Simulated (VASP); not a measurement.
Runs of VASP 6.6.1 on Ca. The structure is that of space group P6/mmm (No. 191), or close to it. The cells are those of the table. This isn't the form of Ca at room conditions, which is fcc.

| cell | gap on the mesh (eV) | pressure (GPa) |
| --- | --- | --- |
| a = 6.471, b = 6.471, c = 3.870 Å, angles 90.0, 90.0, 120.0°, 3 atoms | none | -0.6 |
| a = 6.301, b = 6.301, c = 3.768 Å, angles 90.0, 90.0, 120.0°, 3 atoms | none | 0.7 |
| a = 6.553, b = 6.553, c = 3.919 Å, angles 90.0, 90.0, 120.0°, 3 atoms | none | -1.1 |
| a = 6.387, b = 6.387, c = 3.820 Å, angles 90.0, 90.0, 120.0°, 3 atoms | none | (b) |
| a = 6.633, b = 6.633, c = 3.967 Å, angles 90.0, 90.0, 120.0°, 3 atoms | none | (a) |

Alike in all rows: task single point; level RPBE; potentials or basis VASP PAW PBE potentials, release 64 (Ca_sv); no spin polarisation; k mesh 7 × 7 × 9; cutoff (eV) 520; smearing fermi-dirac 0.1 eV.

Question: Fill in the values left out.

Answer: (a) -1.5; (b) 0.0.

Caveats: the PAW data sets were made with another functional, which shifts forces and pressure a little.

A gap of «none» marks levels without a gap at the run's occupations.
